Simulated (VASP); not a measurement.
Here is a VASP 6.6.1 calculation.

Contents of INCAR:

```
SYSTEM = Si6W
PREC = Accurate
ENCUT = 520
EDIFF = 1E-7
ISMEAR = 0
SIGMA = 0.05
LREAL = .False.
LASPH = .True.
NELM = 150
ALGO = Normal
ISIF = 2
LWAVE = .False.
LCHARG = .False.
ISPIN = 2
MAGMOM = 0 0 0 0 0 0 4
LORBIT = 11
LMAXMIX = 4
LDIPOL = .True.
IDIPOL = 3
DIPOL = 0.5 0.5 0.484
GGA = PS
NBANDS = 32
```

The input KPOINTS:

```
Automatic mesh
0
Gamma
  9 9 1
  0 0 0
```

POSCAR

```
Si6W
1.0
    3.8248883530      0.0000000000      0.0000000000
   -1.9124441765      3.3124504803      0.0000000000
    0.0000000000      0.0000000000     26.1211317404
Si W
6 1
Direct
    0.6666666667      0.3333333333      0.3254070339
    0.3333333333      0.6666666667      0.3559122529
    0.3333333333      0.6666666667      0.4464642100
    0.6666666667      0.3333333333      0.4764396684
    0.6666666667      0.3333333333      0.5658703449
    0.3333333333      0.6666666667      0.5990246399
    0.0000000000      0.0000000000      0.6205580402
```

Potentials or basis: VASP PAW PBE potentials, release 64 (Si, W_sv).

Command:

```sh
$ cat potpaw_PBE.64/Si/POTCAR potpaw_PBE.64/W_sv/POTCAR > POTCAR
$ mpirun -np 1 vasp_std > vasp.out
```

Task: Predict the net moment.

Result: 1.56 μB per cell.

Task: Estimate the site moments.

Result: Si +0.21, +0.02, +0.05, +0.01 (each value once); W +0.43 μB.

Task: Estimate the largest force.

Result: 0.645 eV/Å.

Forces on the atoms (eV/Å):
```
Si   0.000  0.000  0.432
Si   0.000  0.000 -0.645
Si   0.000  0.000  0.197
Si   0.000  0.000  0.011
Si   0.000  0.000  0.001
Si   0.000  0.000  0.009
W    0.000  0.000 -0.006
```

Caveat: a moment this small can come from the mesh or the smearing; the PAW data sets were made with another functional, which shifts forces and pressure a little.
